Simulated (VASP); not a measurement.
A run of VASP 6.6.1 is set up as follows.

INCAR

```
ALGO     = Normal         # electronic algorithm
EDIFF    = 1E-7           # SCF threshold, eV
ENCUT    = 520            # plane-wave cutoff, eV
GGA      = CA             # functional
ISIF     = 2              # what is computed and relaxed
ISMEAR   = -1             # smearing method
ISPIN    = 2              # spin polarisation
LASPH    = True           # aspherical terms in the spheres
LCHARG   = False          # write CHGCAR
LMAXMIX  = 4              # l up to which the mixer works
LORBIT   = 11             # projections on sites
LREAL    = False          # projectors in reciprocal space
LWAVE    = False          # write WAVECAR
MAGMOM   = 2.5            # initial moments
NBANDS   = 14             # bands
NELM     = 150            # most SCF steps
PREC     = Accurate       # precision mode
SIGMA    = 0.05           # smearing width, eV
```

KPOINTS

```
k-points
0
Gamma
  19 19 18
```

POSCAR

```
Fe
1.0
    2.3010610181      0.0000000000      0.0000000000
   -1.1505305090      1.9927772974      0.0000000000
    0.0000000000      0.0000000000      2.0698685632
Fe
1
Direct
    0.0000000000      0.0000000000      0.0000000000
```

Potentials or basis: VASP PAW LDA potentials, release 64 (Fe).

Run with:

```bash
$ cat potpaw_LDA.64/Fe/POTCAR > POTCAR
$ mpirun -np 1 vasp_std > vasp.out
```

Task: What does it give for the net moment?

Result: 0.35 μB per cell.

Task: What does it give for the site moments?

Result: Fe +0.35 μB.

Stress tensor (GPa, compression positive):
```
30.09  0.00  0.00
 0.00 30.09  0.00
 0.00  0.00 26.56
```
